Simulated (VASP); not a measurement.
# SnTe in VASP: further runs, part 2 of 2

VASP 6.6.1.

**4. Relaxation of cell and atoms, PBEsol, target pressure 20 GPa, at which the enthalpy is minimised**

Input file INCAR:

```
SYSTEM = SnTe
ALGO = Normal
EDIFF = 1E-7
EDIFFG = -0.005
ENCUT = 600
GGA = PS
IBRION = 2
ISIF = 3
ISMEAR = -1
LASPH = .TRUE.
LCHARG = .FALSE.
LREAL = .FALSE.
LWAVE = .FALSE.
NELM = 80
NSW = 80
PREC = Accurate
PSTRESS = 200.0
SIGMA = 0.05
```

Input file KPOINTS:

```
k-points
0
G
  7 7 7
  0 0 0
```

Input file POSCAR:

```
SnTe
1.0
    0.0000000000      3.6111460000      3.6111460000
    3.6111460000      0.0000000000      3.6111460000
    3.6111460000      3.6111460000      0.0000000000
Te Sn
1 1
Direct
    0.2500000000      0.2500000000      0.2500000000
    0.0000000000      0.0000000000      0.0000000000
```

Potentials or basis: VASP PAW PBE potentials, release 64 (Te, Sn_d).

The run is started by

```
$ cat potpaw_PBE.64/Te/POTCAR potpaw_PBE.64/Sn_d/POTCAR > POTCAR
$ mpirun -np 1 vasp_std > vasp.out
```

OUTCAR:

```text
SYSTEM = SnTe
   EDIFF = 1E-7
   EDIFFG = -0.005
   ENCUT = 600
   GGA = PS
   IBRION = 2
   ISIF = 3
   ISMEAR = -1
   LASPH = .TRUE.
   LREAL = .FALSE.
   NELM = 80
   NSW = 80
   PREC = Accurate
   PSTRESS = 200.0

 ion  position               nearest neighbor table
   1  0.250  0.250  0.250-   2 3.13   2 3.13   2 3.13   2 3.13
   2  0.000  0.000  0.000-   1 3.13   1 3.13   1 3.13   1 3.13

  LATTYP: Found a face centered cubic cell.
 ALAT       =     7.2222920000

  Lattice vectors:

 A1 = (   0.0000000000,   3.6111460000,   3.6111460000)
 A2 = (   3.6111460000,   0.0000000000,   3.6111460000)
 A3 = (   3.6111460000,   3.6111460000,   0.0000000000)

Analysis of symmetry for initial positions (statically):
=====================================================================
 Subroutine PRICEL returns:
 Original cell was already a primitive cell.

 Routine SETGRP: Setting up the symmetry group for a
 face centered cubic supercell.

 Subroutine GETGRP returns: Found 24 space group operations
 (whereof 24 operations were pure point group operations)
 out of a pool of 48 trial point group operations.

The static configuration has the point symmetry T_d .

Analysis of symmetry for dynamics (positions and initial velocities):
=====================================================================
 Subroutine PRICEL returns:
 Original cell was already a primitive cell.

 Routine SETGRP: Setting up the symmetry group for a
 face centered cubic supercell.

 Subroutine GETGRP returns: Found 24 space group operations
 (whereof 24 operations were pure point group operations)
 out of a pool of 48 trial point group operations.

The dynamic configuration has the point symmetry T_d .

 Subroutine INISYM returns: Found 24 space group operations
 (whereof 24 operations are pure point group operations),
 and found     1 'primitive' translations

----------------------------------------------------------------------------------------

                                     Primitive cell

  volume of cell :      94.1814

  direct lattice vectors                    reciprocal lattice vectors
     0.000000000  3.611146000  3.611146000    -0.138460201  0.138460201  0.138460201
     3.611146000  0.000000000  3.611146000     0.138460201 -0.138460201  0.138460201
     3.611146000  3.611146000  0.000000000     0.138460201  0.138460201 -0.138460201

  length of vectors
     5.106931649  5.106931649  5.106931649     0.239820102  0.239820102  0.239820102

  position of ions in fractional coordinates (direct lattice)
     0.250000000  0.250000000  0.250000000
     0.000000000  0.000000000  0.000000000

  ion indices of the primitive-cell ions
   primitive index   ion index
                 1           1
                 2           2

----------------------------------------------------------------------------------------

 KPOINTS: k-points

Automatic generation of k-mesh.
 Grid dimensions read from file:
 generate k-points for:    7    7    7

 Generating k-lattice:

  Cartesian coordinates                     Fractional coordinates (reciprocal lattice)
    -0.019780029  0.019780029  0.019780029     0.142857143  0.000000000  0.000000000
     0.019780029 -0.019780029  0.019780029     0.000000000  0.142857143  0.000000000
     0.019780029  0.019780029 -0.019780029     0.000000000  0.000000000  0.142857143

  Length of vectors
     0.034260015  0.034260015  0.034260015

  Shift w.r.t. Gamma in fractional coordinates (k-lattice)
     0.000000000  0.000000000  0.000000000

 Subroutine IBZKPT returns following result:
 ===========================================

 Found     20 irreducible k-points:

 Following reciprocal coordinates:
            Coordinates               Weight
  0.000000  0.000000  0.000000      1.000000
  0.142857  0.000000  0.000000      8.000000
  0.285714  0.000000  0.000000      8.000000
  0.428571  0.000000  0.000000      8.000000
  0.142857  0.142857  0.000000      6.000000
  0.285714  0.142857  0.000000     24.000000
[... 12 lines left out ...]
 -0.428571  0.428571  0.142857     24.000000
 -0.285714  0.428571  0.142857     24.000000
   k-points           NKPTS =     20   k-points in BZ     NKDIM =     20   number of bands    NBANDS=     14
   number of dos      NEDOS =    301   number of ions     NIONS =      2
   total plane-waves  NPLWV =  74088
   dimension x,y,z NGX =    42 NGY =   42 NGZ =   42
   dimension x,y,z NGXF=    84 NGYF=   84 NGZF=   84
   ions per type =               1   1
   NGX,Y,Z   is equivalent  to a cutoff of  13.67, 13.67, 13.67 a.u.
   NGXF,Y,Z  is equivalent  to a cutoff of  27.34, 27.34, 27.34 a.u.
 SYSTEM =  SnTe
   PREC   = accura    normal or accurate (medium, high low for compatibility)
   ISTART =      0    job   : 0-new  1-cont  2-samecut
   ICHARG =      2    charge: 1-file 2-atom 10-const
   ISPIN  =      1    spin polarized calculation?
   LNONCOLLINEAR =      F non collinear calculations
   LSORBIT =      F    spin-orbit coupling
   LASPH  =      T    aspherical Exc in radial PAW
   ENCUT  =  600.0 eV  44.10 Ry    6.64 a.u.  10.20 10.20 10.20*2*pi/ulx,y,z
   NELM   =     80;   NELMIN=  2; NELMDL= -5     # of ELM steps
   EDIFF  = 0.1E-06   stopping-criterion for ELM
   LREAL  =      F    real-space projection
   EDIFFG = -.5E-02   stopping-criterion for IOM
   NSW    =     80    number of steps for IOM
   IBRION =      2    ionic relax: 0-MD 1-quasi-New 2-CG
   NFREE  =      1    steps in history (QN), initial steepest desc. (CG)
   ISIF   =      3    stress and relaxation
   ISYM   =      2    0-nonsym 1-usesym 2-fastsym
   POTIM  = 0.5000    time-step for ionic-motion
   TEBEG  =    0.0;   TEEND  =   0.0 temperature during run
   PSTRESS=  200.0 pullay stress
   NELECT =      20.0000    total number of electrons
   NUPDOWN=      -1.0000    fix difference up-down
   EMIN   =  10.00;   EMAX   =-10.00  energy-range for DOS
   EFERMI =   0.00;   METHOD = LEGACY
   ISMEAR =    -1;   SIGMA  =   0.05  broadening in eV -4-tet -1-fermi 0-gaus
   EFERMI_NEDOS =   21; number of points for ismear=-14 and -15
   IALGO  =     38    algorithm
   IMIX   =      4    mixing-type and parameters
     AMIX     =   0.40;   BMIX     =  1.00
     AMIX_MAG =   1.60;   BMIX_MAG =  1.00
  volume/ion in A,a.u.               =      47.09       317.78
  Fermi-wavevector in a.u.,A,eV,Ry     =   0.976704  1.845704 12.979296  0.953951
  Thomas-Fermi vector in A             =   2.107344
   LORBIT       =      0    0 simple, 1 ext, 2 COOP (PROOUT), +10 PAW based schemes
   GGA     = PS    functional components
   LHFCALC =     F    Hartree Fock is set to
   AEXX    =    0.0000 exact exchange contribution
   IVDW    =     0    specifies the selected vdW correction
   LEPSILON=     F    determine dielectric tensor
   LRPA    =     F    only Hartree local field effects (RPA)
 conjugate gradient relaxation of ions
 non-spin polarized calculation
  energy-cutoff  :      600.00
  volume of cell :       94.18
 maximum number of plane-waves:      3166
 NGX is ok and might be reduce to    42
   NGX = 21   NGY = 21   NGZ = 21

--------------------------------------- Ionic step        1  -------------------------------------------

 number of electron      20.0000000 magnetization

 Free energy of the ion-electron system (eV)
  ---------------------------------------------------
  ext. energy  EPLUGINS =         0.00000000
  ---------------------------------------------------
  free energy    TOTEN  =        -7.60316191 eV

  energy without entropy =       -7.60149495  energy(sigma->0) =       -7.60232843

 E-fermi :   3.0256     XC(G=0):  -7.6275

 val. band max:        2.8463000084   @ k =  -0.2857   0.4286   0.1429
 cond. band min:       3.1296531258   @ k =   0.4286   0.4286   0.0000
 fundamental gap:      0.2833531174
 Fermi energy:         3.0256326148
[... 794 lines left out ...]
  energy  without entropy=       -6.7764420515  energy(sigma->0) =       -6.78111095

  enthalpy is  TOTEN    =         1.3759823560 eV   P V=        8.1617621963

[... ionic steps 4 to 14 ...]

--------------------------------------- Ionic step       15  -------------------------------------------

 number of electron      20.0000004 magnetization

------------------------ aborting loop because EDIFF is reached ----------------------------------------
[... 71 lines left out ...]
--------------------------------------- Ionic step       17  -------------------------------------------

 number of electron      20.0000004 magnetization

 Free energy of the ion-electron system (eV)
  ---------------------------------------------------
  ext. energy  EPLUGINS =         0.00000000
  ---------------------------------------------------
  free energy    TOTEN  =        -6.37072568 eV

  energy without entropy =       -6.36049022  energy(sigma->0) =       -6.36560795

 E-fermi :   7.4370     XC(G=0):  -9.5090

 val. band max:        7.4353100981   @ k =   0.1429   0.1429   0.0000
 cond. band min:       7.5770374269   @ k =  -0.2857   0.4286   0.1429
 fundamental gap:      0.1417273288
 Fermi energy:         7.4370129109
[... 371 lines left out ...]
  energy  without entropy=       -6.3604902208  energy(sigma->0) =       -6.36560795

  enthalpy is  TOTEN    =         1.3108354408 eV   P V=        7.6815611196

 reached required accuracy - stopping structural energy minimisation
```

OSZICAR:

```text
N       E                     dE             d eps       ncg     rms          rms(c)
DAV:   1     0.121870874551E+03    0.12187E+03   -0.10223E+04   560   0.161E+03
DAV:   2     0.334919509205E+01   -0.11852E+03   -0.11689E+03   578   0.332E+02
DAV:   3    -0.743975420490E+01   -0.10789E+02   -0.10487E+02   716   0.988E+01
[... 150 lines left out ...]
DAV:   3    -0.637073427071E+01    0.78752E-04   -0.17687E-04   692   0.235E-01    0.116E-02
DAV:   4    -0.637072818058E+01    0.60901E-05   -0.12560E-05   852   0.390E-02    0.166E-02
DAV:   5    -0.637072598640E+01    0.21942E-05   -0.68590E-07   832   0.855E-03    0.483E-03
DAV:   6    -0.637072568138E+01    0.30502E-06   -0.11048E-07   280   0.522E-03    0.348E-04
DAV:   7    -0.637072567887E+01    0.25052E-08   -0.12154E-08   280   0.122E-03
  17 F= 0.13108354E+01 E0= 0.13159532E+01  d E =-.757223E-03
```

CONTCAR:

```text
SnTe
   1.00000000000000
     0.0000000000000000    3.1335264181489753    3.1335264181489753
     3.1335264181489753   -0.0000000000000000    3.1335264181489753
     3.1335264181489753    3.1335264181489753   -0.0000000000000000
  Te              Sn
     1     1
Direct
     0.2500000000000000    0.2500000000000000    0.2500000000000000
     0.0000000000000000    0.0000000000000000    0.0000000000000000

  0.00000000E+00  0.00000000E+00  0.00000000E+00
  0.00000000E+00  0.00000000E+00  0.00000000E+00
```

Run time: 6.5 min. Hardware: 1 thread of Intel Xeon Platinum 8488C (Sapphire Rapids), shared host; peak memory 0.3 GiB.

Results:

```yaml
Free_energy: -6.3707 eV
Relaxed_volume: 30.77 Å³/atom
Relaxed_cell: a = 4.431 Å, b = 4.431 Å, c = 4.431 Å, α = 60.00°, β = 60.00°, γ = 60.00°
Space_group_after_relaxing_to_0.05_Å: F-43m (No. 216)
Energy_change_on_relaxing_the_enthalpy_is_what_falls: +616.2 meV/atom
Ionic_steps: 17
Pressure_after_relaxing: 20.0 GPa
Band_gap_on_the_k_mesh: zero (band 10 reaches 7.58 eV, above the bottom of band 11 at 6.69 eV)
```

Step by step:
```tsv
step	energy change (eV)	largest force (eV/Å)	pressure (GPa)	volume (Å³)
1	0.0000	0.0000	-1.37	94.18
2	16.0752	0.0000	233.79	31.89
3	0.8174	0.0000	14.80	65.38
4	1.0137	0.0000	17.27	63.42
5	1.2394	0.0000	20.07	61.48
6	1.1701	0.0000	19.24	62.05
7	1.1734	0.0000	19.27	62.02
8	1.1833	0.0000	19.40	61.94
9	1.1835	0.0000	19.39	61.93
10	1.1839	0.0000	19.41	61.93
11	1.1849	0.0000	19.42	61.92
12	1.1868	0.0000	19.45	61.91
13	1.1906	0.0000	19.49	61.88
14	1.1981	0.0000	19.60	61.81
15	1.2134	0.0000	19.77	61.69
16	1.2444	0.0000	20.15	61.44
17	1.2324	0.0000	20.00	61.54
```

Final structure:
```cif
data_structure
_symmetry_space_group_name_H-M 'P 1'
_symmetry_Int_Tables_number 1
_cell_length_a 4.4315
_cell_length_b 4.4315
_cell_length_c 4.4315
_cell_angle_alpha 60.000
_cell_angle_beta 60.000
_cell_angle_gamma 60.000
_cell_volume 61.54
loop_
_atom_site_label
_atom_site_type_symbol
_atom_site_fract_x
_atom_site_fract_y
_atom_site_fract_z
_atom_site_occupancy
Te1 Te 0.25000 0.25000 0.25000 1
Sn1 Sn 0.00000 0.00000 0.00000 1
```

Caveat: the cell is relaxed towards a set pressure, so the enthalpy falls and the energy may rise; the volume moved by over 15 % at a fixed basis, so the end points are rough; the PAW data sets were made with another functional, which shifts forces and pressure a little; spin-orbit coupling is left out, which moves the levels of the heavy elements.

**5. Relaxation of cell and atoms, PBEsol, target pressure 30 GPa, at which the enthalpy is minimised**

Input file INCAR:

```
SYSTEM = SnTe
PREC = Accurate
ENCUT = 600
EDIFF = 1E-6
ISMEAR = -1
SIGMA = 0.05
LREAL = .FALSE.
LASPH = .TRUE.
NELM = 100
ALGO = Normal
ISIF = 3
LWAVE = .FALSE.
LCHARG = .FALSE.
GGA = PS
IBRION = 2
NSW = 80
EDIFFG = -0.005
PSTRESS = 300.0
```

Input file KPOINTS:

```
regular mesh
0
G
  7 7 7
  0 0 0
```

POSCAR is that of step 4.

The run is started by

```
$ cat potpaw_PBE.64/Te/POTCAR potpaw_PBE.64/Sn_d/POTCAR > POTCAR
$ mpirun -np 1 vasp_std > vasp.out
```

It took 5.9 min on 1 thread of Intel Xeon Platinum 8488C (Sapphire Rapids), shared host; peak memory 0.33 GiB.

It converged, with:

- Free energy: -5.5245 eV
- Relaxed volume: 28.02 Å³/atom
- Relaxed cell: a = 4.296 Å, b = 4.296 Å, c = 4.296 Å, α = 60.00°, β = 60.00°, γ = 60.00°
- Space group after relaxing (to 0.05 Å): F-43m (No. 216)
- Energy change on relaxing (the enthalpy is what falls): +1039.4 meV/atom
- Ionic steps: 9
- Pressure after relaxing: 30.0 GPa
- Band gap on the k mesh: zero (band 10 reaches 8.81 eV, above the bottom of band 11 at 7.72 eV)

Step by step:
```tsv
step	energy change (eV)	largest force (eV/Å)	pressure (GPa)	volume (Å³)
1	0.0000	0.0000	-1.38	94.18
2	86.8343	0.0000	1805.46	16.11
3	0.0141	0.0000	2.09	82.89
4	0.2000	0.0000	6.05	75.30
5	2.6260	0.0000	36.46	53.40
6	1.9812	0.0000	28.90	56.58
7	2.0966	0.0000	30.20	55.95
8	2.0494	0.0000	29.66	56.21
9	2.0787	0.0000	29.99	56.05
```

Final structure:
```
Te Sn
1.0
     0.00000    3.03746    3.03746
     3.03746    0.00000    3.03746
     3.03746    3.03746    0.00000
Te Sn
1 1
Cartesian
  1.5187 1.5187 1.5187
  0.0000 0.0000 0.0000
```

Levels at points of the mesh, in eV from the Fermi level:
| k point | band 6 | band 7 | band 8 | band 9 | band 10 | band 11 | band 12 | band 13 | band 14 |
| --- | --- | --- | --- | --- | --- | --- | --- | --- | --- |
| (0.00, 0.00, 0.00) | -15.19 | -3.13 | -3.13 | -3.13 | -3.12 | 0.42 | 0.42 | 0.42 | 3.84 |

Caveat: the cell is relaxed towards a set pressure, so the enthalpy falls and the energy may rise; the volume moved by over 15 % at a fixed basis, so the end points are rough; the PAW data sets were made with another functional, which shifts forces and pressure a little; spin-orbit coupling is left out, which moves the levels of the heavy elements.

**6. Overview**

```csv
task,level,potentials or basis,cell,cutoff (eV),smearing,gap on the mesh (eV),pressure (GPa)
relaxation of cell and atoms,revPBE,"VASP PAW PBE potentials, release 64 (Te, Sn_d)",relaxed,600,fermi-dirac 0.05 eV,0.46,0.0
single point,LDA,"VASP PAW LDA potentials, release 64 (Te, Sn_d)",as given,520,gaussian 0.1 eV,0.23,-2.2
relaxation of cell and atoms,PBEsol,"VASP PAW PBE potentials, release 64 (Te, Sn_d)",relaxed to 20 GPa,600,fermi-dirac 0.05 eV,none,20.0
relaxation of cell and atoms,PBEsol,"VASP PAW PBE potentials, release 64 (Te, Sn_d)",relaxed to 30 GPa,600,fermi-dirac 0.05 eV,none,30.0
```

Alike in all rows: no spin polarisation; k mesh 7 × 7 × 7.

Caveats: spin-orbit coupling is left out, which moves the levels of the heavy elements; the PAW data sets were made with another functional, which shifts forces and pressure a little (some runs); the cell is relaxed towards a set pressure, so the enthalpy falls and the energy may rise (some runs); the volume moved by over 15 % at a fixed basis, so the end points are rough (some runs).

Absolute energies hang on the potentials; compare differences alone.
